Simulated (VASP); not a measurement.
# NiO (Fm-3m) in VASP: notebook

Runs on NiO. Level: PBE. Tasks: electric field gradients.

All numbers are computed with VASP 6.6.1; they aren't measurements. Logs are shortened: lines on timing, memory, paths and dates and some standing lists are left out, and cuts for length are marked.

## (1) The cell of the first run

The structure is cubic, space group Fm-3m (No. 225). The conventional cell has a = 4.197 Å, b = 4.197 Å, c = 4.197 Å, α = 90.00°, β = 90.00°, γ = 90.00°. Within 2.8 Å of Ni (site symmetry m-3m) lie 6 O at 2.10 Å. Within 2.8 Å of O (site symmetry m-3m) lie 6 Ni at 2.10 Å.

## (2) Electric field gradients, PBE, collinear spin, ferromagnetic start (9.24 Å³/atom)

INCAR

```
SYSTEM = NiO
ALGO = Normal
EDIFF = 1E-8
ENCUT = 520
GGA = PE
ISIF = 2
ISMEAR = -1
ISPIN = 2
LASPH = .TRUE.
LCHARG = .FALSE.
LEFG = .TRUE.
LMAXMIX = 4
LORBIT = 11
LREAL = .FALSE.
LWAVE = .FALSE.
MAGMOM = 1.5 0
NBANDS = 19
NELM = 150
PREC = Accurate
SIGMA = 0.03
```

KPOINTS

```
k-points
0
G
  17 17 17
  0 0 0
```

POSCAR

```
NiO
1.0
    0.0000000000      2.0982579248      2.0982579248
    2.0982579248      0.0000000000      2.0982579248
    2.0982579248      2.0982579248      0.0000000000
Ni O
1 1
Direct
    0.0000000000      0.0000000000      0.0000000000
    0.5000000000      0.5000000000      0.5000000000
```

Potentials or basis: VASP PAW PBE potentials, release 64 (Ni, O).

On the command line:

```sh
$ cat potpaw_PBE.64/Ni/POTCAR potpaw_PBE.64/O/POTCAR > POTCAR
$ mpirun -np 1 vasp_std > vasp.out
```

OUTCAR:

```text
SYSTEM = NiO
   EDIFF = 1E-8
   ENCUT = 520
   GGA = PE
   ISIF = 2
   ISMEAR = -1
   ISPIN = 2
   LASPH = .TRUE.
   LORBIT = 11
   LREAL = .FALSE.
   NELM = 150
   PREC = Accurate

 ion  position               nearest neighbor table
   1  0.000  0.000  0.000-   2 2.10   2 2.10   2 2.10   2 2.10   2 2.10   2 2.10
   2  0.500  0.500  0.500-   1 2.10   1 2.10   1 2.10   1 2.10   1 2.10   1 2.10

  LATTYP: Found a face centered cubic cell.
 ALAT       =     4.1965158496

  Lattice vectors:

 A1 = (   0.0000000000,   2.0982579248,   2.0982579248)
 A2 = (   2.0982579248,   0.0000000000,   2.0982579248)
 A3 = (   2.0982579248,   2.0982579248,   0.0000000000)

Analysis of symmetry for initial positions (statically):
=====================================================================
 Subroutine PRICEL returns:
 Original cell was already a primitive cell.

 Routine SETGRP: Setting up the symmetry group for a
 face centered cubic supercell.

 Subroutine GETGRP returns: Found 48 space group operations
 (whereof 48 operations were pure point group operations)
 out of a pool of 48 trial point group operations.

The static configuration has the point symmetry O_h .

Analysis of symmetry for dynamics (positions and initial velocities):
=====================================================================
 Subroutine PRICEL returns:
 Original cell was already a primitive cell.

 Routine SETGRP: Setting up the symmetry group for a
 face centered cubic supercell.

 Subroutine GETGRP returns: Found 48 space group operations
 (whereof 48 operations were pure point group operations)
 out of a pool of 48 trial point group operations.

The dynamic configuration has the point symmetry O_h .

Analysis of structural, dynamic, and magnetic symmetry:
=====================================================================
 Subroutine PRICEL returns:
 Original cell was already a primitive cell.

 Routine SETGRP: Setting up the symmetry group for a
 face centered cubic supercell.

 Subroutine GETGRP returns: Found 48 space group operations
 (whereof 48 operations were pure point group operations)
 out of a pool of 48 trial point group operations.

The overall configuration has the point symmetry O_h .

 Subroutine INISYM returns: Found 48 space group operations
 (whereof 48 operations are pure point group operations),
 and found     1 'primitive' translations

----------------------------------------------------------------------------------------

                                     Primitive cell

  volume of cell :      18.4759

  direct lattice vectors                    reciprocal lattice vectors
     0.000000000  2.098257925  2.098257925    -0.238292916  0.238292916  0.238292916
     2.098257925  0.000000000  2.098257925     0.238292916 -0.238292916  0.238292916
     2.098257925  2.098257925  0.000000000     0.238292916  0.238292916 -0.238292916

  length of vectors
     2.967384815  2.967384815  2.967384815     0.412735438  0.412735438  0.412735438

  position of ions in fractional coordinates (direct lattice)
     0.000000000  0.000000000  0.000000000
     0.500000000  0.500000000  0.500000000

  ion indices of the primitive-cell ions
   primitive index   ion index
                 1           1
                 2           2

----------------------------------------------------------------------------------------

 KPOINTS: k-points

Automatic generation of k-mesh.
 Grid dimensions read from file:
 generate k-points for:   17   17   17

 Generating k-lattice:

  Cartesian coordinates                     Fractional coordinates (reciprocal lattice)
    -0.014017230  0.014017230  0.014017230     0.058823529  0.000000000  0.000000000
     0.014017230 -0.014017230  0.014017230     0.000000000  0.058823529  0.000000000
     0.014017230  0.014017230 -0.014017230     0.000000000  0.000000000  0.058823529

  Length of vectors
     0.024278555  0.024278555  0.024278555

  Shift w.r.t. Gamma in fractional coordinates (k-lattice)
     0.000000000  0.000000000  0.000000000

 Subroutine IBZKPT returns following result:
 ===========================================

 Found    165 irreducible k-points:

 Following reciprocal coordinates:
            Coordinates               Weight
  0.000000  0.000000  0.000000      1.000000
  0.058824  0.000000  0.000000      8.000000
  0.117647  0.000000  0.000000      8.000000
  0.176471  0.000000  0.000000      8.000000
  0.235294  0.000000  0.000000      8.000000
  0.294118  0.000000  0.000000      8.000000
[... 16 lines left out ...]
 -0.176471  0.058824  0.000000     24.000000
 -0.117647  0.058824  0.000000     24.000000
 [... further k-points ...]
   k-points           NKPTS =    165   k-points in BZ     NKDIM =    165   number of bands    NBANDS=     19
   number of dos      NEDOS =    301   number of ions     NIONS =      2
   total plane-waves  NPLWV =  13824
   dimension x,y,z NGX =    24 NGY =   24 NGZ =   24
   dimension x,y,z NGXF=    48 NGYF=   48 NGZF=   48
   ions per type =               1   1
   NGX,Y,Z   is equivalent  to a cutoff of  13.45, 13.45, 13.45 a.u.
   NGXF,Y,Z  is equivalent  to a cutoff of  26.89, 26.89, 26.89 a.u.
 SYSTEM =  NiO
   PREC   = accura    normal or accurate (medium, high low for compatibility)
   ISTART =      0    job   : 0-new  1-cont  2-samecut
   ICHARG =      2    charge: 1-file 2-atom 10-const
   ISPIN  =      2    spin polarized calculation?
   LNONCOLLINEAR =      F non collinear calculations
   LSORBIT =      F    spin-orbit coupling
   LASPH  =      T    aspherical Exc in radial PAW
   ENCUT  =  520.0 eV  38.22 Ry    6.18 a.u.   5.52  5.52  5.52*2*pi/ulx,y,z
   NELM   =    150;   NELMIN=  2; NELMDL= -5     # of ELM steps
   EDIFF  = 0.1E-07   stopping-criterion for ELM
   LREAL  =      F    real-space projection
   EDIFFG = 0.1E-06   stopping-criterion for IOM
   NSW    =      0    number of steps for IOM
   IBRION =     -1    ionic relax: 0-MD 1-quasi-New 2-CG
   NFREE  =      0    steps in history (QN), initial steepest desc. (CG)
   ISIF   =      2    stress and relaxation
   ISYM   =      2    0-nonsym 1-usesym 2-fastsym
   POTIM  = 0.5000    time-step for ionic-motion
   TEBEG  =    0.0;   TEEND  =   0.0 temperature during run
   PSTRESS=    0.0 pullay stress
   NELECT =      16.0000    total number of electrons
   NUPDOWN=      -1.0000    fix difference up-down
   EMIN   =  10.00;   EMAX   =-10.00  energy-range for DOS
   EFERMI =   0.00;   METHOD = LEGACY
   ISMEAR =    -1;   SIGMA  =   0.03  broadening in eV -4-tet -1-fermi 0-gaus
   EFERMI_NEDOS =   21; number of points for ismear=-14 and -15
   IALGO  =     38    algorithm
   IMIX   =      4    mixing-type and parameters
     AMIX     =   0.40;   BMIX     =  1.00
     AMIX_MAG =   1.60;   BMIX_MAG =  1.00
  volume/ion in A,a.u.               =       9.24        62.34
  Fermi-wavevector in a.u.,A,eV,Ry     =   1.560436  2.948796 33.129648  2.434960
  Thomas-Fermi vector in A             =   2.663648
   LORBIT       =     11    0 simple, 1 ext, 2 COOP (PROOUT), +10 PAW based schemes
   GGA     = PE    functional components
   LHFCALC =     F    Hartree Fock is set to
   AEXX    =    0.0000 exact exchange contribution
   IVDW    =     0    specifies the selected vdW correction
   LEPSILON=     F    determine dielectric tensor
   LRPA    =     F    only Hartree local field effects (RPA)
 spin polarized calculation
  energy-cutoff  :      520.00
  volume of cell :       18.48
 maximum number of plane-waves:       531
 NGX is ok and might be reduce to    24
   NGX = 11   NGY = 11   NGZ = 11

 number of electron      16.0000010 magnetization       1.7362445

 Free energy of the ion-electron system (eV)
  ---------------------------------------------------
  ext. energy  EPLUGINS =         0.00000000
  ---------------------------------------------------
  free energy    TOTEN  =       -11.47912314 eV

  energy without entropy =      -11.47565565  energy(sigma->0) =      -11.47738940

 E-fermi :   7.7018     XC(G=0): -12.5960

 val. band max:        7.6964825473   @ k =  -0.1765   0.1765   0.0000
 cond. band min:       7.7100881459   @ k =   0.1765   0.0588   0.0000
 fundamental gap:      0.0136055985
 Fermi energy:         7.7018445477

 spin component 1

 k-point     1 :       0.0000    0.0000    0.0000
  band No.  band energies     occupation
      1     -12.5455      1.00000
      2       4.5887      1.00000
      3       4.5887      1.00000
      4       4.7517      1.00000
      5       4.7517      1.00000
      6       4.7517      1.00000
[... 11 lines left out ...]
     18      33.4334      0.00000
     19      33.4335      0.00000

 k-point     2 :       0.0588    0.0000    0.0000
  band No.  band energies     occupation
      1     -12.5069      1.00000
      2       4.1394      1.00000
      3       4.1394      1.00000
      4       4.3221      1.00000
      5       5.0124      1.00000
      6       5.0124      1.00000
[... 476 lines left out ...]
 k-point    24 :      -0.1176    0.0588    0.0000
  band No.  band energies     occupation
      1     -12.3109      1.00000
      2       2.9980      1.00000
      3       3.2535      1.00000
      4       3.8211      1.00000
      5       5.0007      1.00000
      6       5.1668      1.00000
[... 11 lines left out ...]
     18      35.3046      0.00000
     19      36.7645      0.00000

 [... further k-points ...]

 spin component 2

 k-point     1 :       0.0000    0.0000    0.0000
  band No.  band energies     occupation
      1     -12.1139      1.00000
      2       5.2497      1.00000
      3       5.2497      1.00000
      4       5.2497      1.00000
      5       5.8813      1.00000
      6       5.8815      1.00000
[... 11 lines left out ...]
     18      34.0248      0.00000
     19      34.0251      0.00000

 k-point     2 :       0.0588    0.0000    0.0000
  band No.  band energies     occupation
      1     -12.0742      1.00000
      2       4.8456      1.00000
      3       5.0598      1.00000
      4       5.0598      1.00000
      5       5.9450      1.00000
      6       5.9452      1.00000
[... 476 lines left out ...]
 k-point    24 :      -0.1176    0.0588    0.0000
  band No.  band energies     occupation
      1     -11.8723      1.00000
      2       3.6085      1.00000
      3       4.4100      1.00000
      4       4.5163      1.00000
      5       6.0003      1.00000
      6       6.2649      1.00000
[... 11 lines left out ...]
     18      35.8644      0.00000
     19      37.3577      0.00000

 [... further k-points ...]

------------------------ aborting loop because EDIFF is reached ----------------------------------------

  FORCE on cell =-STRESS in cart. coord.  units (eV):
  Direction    XX          YY          ZZ          XY          YZ          ZX
  --------------------------------------------------------------------------------------
  -------------------------------------------------------------------------------------
  Total        0.2306916      0.2306916      0.2306916     -0.0000000      0.0000000      0.0000000
  in kB       20.0048706     20.0048706     20.0048706     -0.0000000      0.0000000      0.0000000
  external PRESSURE =      20.0048706 kB  Pullay stress =       0.0000000 kB

 VOLUME and BASIS-vectors are now :
 -----------------------------------------------------------------------------
  energy-cutoff  :      520.00
  volume of cell :       18.48
      direct lattice vectors                 reciprocal lattice vectors
     0.000000000  2.098257925  2.098257925    -0.238292916  0.238292916  0.238292916
     2.098257925  0.000000000  2.098257925     0.238292916 -0.238292916  0.238292916
     2.098257925  2.098257925  0.000000000     0.238292916  0.238292916 -0.238292916

 POSITION                                       TOTAL-FORCE (eV/Angst)
 -----------------------------------------------------------------------------------
      0.00000      0.00000      0.00000        -0.000000     -0.000000     -0.000000
      2.09826      2.09826      2.09826         0.000000      0.000000      0.000000
 -----------------------------------------------------------------------------------
    total drift:                                0.000000     -0.000000     -0.000000

  FREE ENERGIE OF THE ION-ELECTRON SYSTEM (eV)
  ---------------------------------------------------
  free  energy   TOTEN  =       -11.4791231399 eV

  energy  without entropy=      -11.4756556545  energy(sigma->0) =      -11.47738940

 Electric field gradients (V/A^2)
---------------------------------------------------------------------
 ion       V_xx      V_yy      V_zz      V_xy      V_xz      V_yz
---------------------------------------------------------------------
   1      -0.000    -0.000    -0.000    -0.002    -0.002    -0.002
   2       0.000    -0.000     0.000    -0.002    -0.002    -0.002
---------------------------------------------------------------------

 Electric field gradients after diagonalization (V/A^2)
 (convention: |V_zz| > |V_xx| > |V_yy|)
----------------------------------------------------------------------
 ion       V_xx      V_yy      V_zz     asymmetry (V_yy - V_xx)/ V_zz
----------------------------------------------------------------------
   1       0.002     0.002    -0.005       0.000
   2       0.002     0.002    -0.004       0.000
----------------------------------------------------------------------

           NMR quadrupolar parameters

 Cq : quadrupolar parameter    Cq=e*Q*V_zz/h
 eta: asymmetry parameters     (V_yy - V_xx)/ V_zz
 Q  : nuclear electric quadrupole moment in mb (millibarn)
----------------------------------------------------------------------
 ion       Cq(MHz)       eta       Q (mb)
----------------------------------------------------------------------
   1      -0.000       0.000       1.000
   2      -0.000       0.000       1.000
----------------------------------------------------------------------

 total charge

# of ion       s       p       d       tot
------------------------------------------
    1        0.327   0.394   8.239   8.960
    2        1.557   3.415   0.000   4.972
--------------------------------------------------
tot          1.884   3.809   8.239  13.932

 magnetization (x)

# of ion       s       p       d       tot
------------------------------------------
    1        0.011   0.015   1.404   1.430
    2        0.027   0.236   0.000   0.263
--------------------------------------------------
tot          0.039   0.250   1.404   1.693
```

Run time: 2.3 min. Hardware: 1 thread of Intel Xeon Platinum 8488C (Sapphire Rapids), shared host; peak memory 0.22 GiB.

Results:

- Free energy: -11.4791 eV
- Pressure: 2.0 GPa
- Net moment: 1.74 μB per cell
- Site moments: Ni +1.43; O +0.26 μB
- Largest electric field gradient by atom: under 0.05 V/Å² on every atom
- Valence electrons inside the program's atomic spheres: Ni 8.96; O 4.97

Levels at points of the mesh, in eV from the Fermi level:
Spin up:
```csv
k point,band 5,band 6,band 7,band 8,band 9,band 10,band 11,band 12,band 13,band 14
"(0.00, 0.00, 0.00)",-2.95,-2.95,-2.63,-2.63,-2.63,1.44,17.80,18.80,18.80,18.80
```
Spin down:
```tsv
k point	band 5	band 6	band 7	band 8	band 9	band 10
(0.00, 0.00, 0.00)	-1.82	-1.82	-1.82	-0.59	-0.59	1.79
```

Caveat: a cell with one magnetic atom can't hold antiferromagnetic order, which such compounds often take; semilocal functionals often make such compounds metallic where correlation or magnetic order opens a gap, which also shifts bond lengths. With open d or f shells a metallic result of PBE can be an artefact of self-interaction; +U or a hybrid may open a gap.

(Continued in part 2 of 2.)
